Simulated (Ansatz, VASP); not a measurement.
**One calculation of In2O3, two programs**

```
CELL_PARAMETERS angstrom
2.83652 1.63767 4.70959
-2.83652 1.63767 4.70959
0.00000 -3.27533 4.70959
ATOMIC_POSITIONS crystal
In 0.64067 0.64067 0.64067
In 0.85933 0.85933 0.85933
In 0.35933 0.35933 0.35933
In 0.14067 0.14067 0.14067
O 0.04647 0.75000 0.45353
O 0.75000 0.45353 0.04647
O 0.45353 0.04647 0.75000
O 0.95353 0.25000 0.54647
O 0.54647 0.95353 0.25000
O 0.25000 0.54647 0.95353
```

Change from the starting cell: epitaxial_xy strain +3.0%.

Alike in both runs: task single point; functional r2SCAN; k mesh 6 × 6 × 6; no spin polarisation.

```csv
,VASP,Ansatz
version,VASP 6.6.1,Ansatz 0.2.0
potentials or method,"VASP PAW PBE potentials, release 64 (In_d, O)","plane waves, PAW"
plane-wave cutoff (eV),520,500
occupations,"gaussian, width 0.01 eV",fixed
valence electrons in the cell,88,88
```

Ansatz gave:

```
gap on the k mesh at the Fermi level (eV)                     : 1.43
pressure (GPa)                                                : -6.3
traceless stress, the component that is largest in VASP (GPa) : 6.30
rms of the force components (eV/Å)                            : 0.001
```

Q: Estimate VASP's values.

A: gap on the k mesh at the Fermi level (eV): 1.43; pressure (GPa): -5.4; traceless stress, the component that is largest in VASP (GPa): 6.17; rms of the force components (eV/Å): 0.009.

VASP's potentials were made for PBE, not for r2SCAN. Atom by atom the forces differ by 0.009 eV/Å (rms over components).
